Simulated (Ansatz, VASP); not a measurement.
**BaTiO3 in VASP and in Ansatz**

Contents of INCAR:

```
ALGO = Normal ; EDIFF = 1E-8
ENCUT = 520 ; GGA = PE
GGA_COMPAT = F ; ISIF = 2
ISMEAR = 0 ; LASPH = T
LCHARG = F ; LEFG = T
LREAL = F ; LWAVE = F
NBANDS = 28 ; NELM = 120
PREC = Accurate ; SIGMA = 0.01
```

The input KPOINTS:

```
k-points
0
Gamma
  8 8 8
```

The input POSCAR:

```
BaTiO3
1.0
    3.9715402874      0.0000000000      0.0000000000
    0.0000000000      2.8910421960      2.9165474356
    0.0000000000     -2.8910421960      2.9165474356
Ba Ti O
1 1 3
Direct
    0.0000000000      0.0117485423      0.0117485423
    0.5000000000      0.5279831316      0.5279831316
    0.0000000000      0.4873187740      0.4873187740
    0.5000000000      0.4933725716      0.9764569805
    0.5000000000      0.9764569805      0.4933725716
```

Input for Ansatz:

```yaml
crystal:
  lattice:
    - [3.9715402874, 0.0, 0.0]
    - [0.0, 2.891042196, 2.9165474356]
    - [0.0, -2.891042196, 2.9165474356]
  atoms:
    - { symbol: Ba, position: [0.0, 0.0117485423, 0.0117485423] }
    - { symbol: Ti, position: [0.5, 0.5279831316, 0.5279831316] }
    - { symbol: O, position: [0.0, 0.487318774, 0.487318774] }
    - { symbol: O, position: [0.5, 0.4933725716, 0.9764569805] }
    - { symbol: O, position: [0.5, 0.9764569805, 0.4933725716] }
basis:
  ecutwfc: 420
kpoints:
  mp_grid: { grid: [8, 8, 8] }
hamiltonian:
  xc: pbe
scf:
  occupations: { method: fixed }
output:
  forces: true
  stress: true
  eigenvalues: true
  efg: {}
  polarization: {}
checkpoint:
  read: start.run
  write: ck
  compress: false
  write_wavefunctions: false
  write_every: 100000
```

Alike in both runs: task electric field gradients; functional PBE; k mesh 8 × 8 × 8; no spin polarisation.

|  | VASP | Ansatz |
| --- | --- | --- |
| version | VASP 6.6.1 | Ansatz 0.2.0 |
| potentials or method | VASP PAW PBE potentials, release 64 (Ba_sv, Ti_sv, O), cutoff 520 eV | scalar-relativistic, plane waves, PAW |
| occupations | gaussian, width 0.01 eV | fixed |
| valence electrons in the cell | 40 | 40 |

```csv
,VASP,Ansatz,Ansatz less VASP
gap on the k mesh at the Fermi level (eV),2.35,2.39,+0.042
least direct gap on the mesh (eV),2.89,2.91,+0.013
pressure (GPa),1.6,0.0,-1.57
rms of the force components (eV/Å),0.036,0.000,-0.0357
size of Vzz on the site where it differs most (V/Å²),18.7,20.5,+1.77
```

Atom by atom the forces differ by 0.036 eV/Å (rms over components).

Neither program's run includes spin-orbit coupling.
